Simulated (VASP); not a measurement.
Write the native input for VASP 6.6.1 that does the following.

- Task: single point
- Functional: PBE
- Potentials or basis: VASP PAW PBE potentials, release 64 (Al, N)
- Cutoff: 520 eV
- k mesh: 10 × 10 × 10
- Occupations: fermi-dirac, width 0.02 eV
- Spin: no spin polarisation
- Dipole correction: no
- Further INCAR settings: ALGO = Normal; EDIFF = 1e-06; NBANDS = 11

The structure of AlN lies in POSCAR:

```
AlN
1.0
    0.0000000000      1.9205495521      1.9205495521
    1.9205495521      0.0000000000      1.9205495521
    1.9205495521      1.9205495521      0.0000000000
Al N
1 1
Direct
    0.0000000000      0.0000000000      0.0000000000
    0.5000000000      0.5000000000      0.5000000000
```

This cell differs from its parent crystal: strain -4.9%.

These files were run (other wordings do the same):

INCAR

```
PREC = Accurate ; ENCUT = 520
EDIFF = 1E-6 ; ISMEAR = -1
SIGMA = 0.02 ; LREAL = False
LASPH = True ; NELM = 100
ALGO = Normal ; ISIF = 2
LWAVE = False ; LCHARG = False
GGA = PE ; NBANDS = 11
```

KPOINTS

```
Automatic mesh
0
Gamma
  10 10 10
```

Potentials or basis: VASP PAW PBE potentials, release 64 (Al, N).

Command:

```console
$ cat potpaw_PBE.64/Al/POTCAR potpaw_PBE.64/N/POTCAR > POTCAR
$ mpirun -np 1 vasp_std > vasp.out
```

It gave:

```
Pressure               : 61.5 GPa
Band gap on the k mesh : 4.99 eV (least direct gap 8.08 eV)
```

Caveat: the cell differs from its parent crystal (strain -4.9%); the cell stands under pressure.

It took 4.8 s on 1 thread of AMD EPYC 7R13 Processor (Zen 3), with other jobs on the host, peak memory 0.09 GiB.
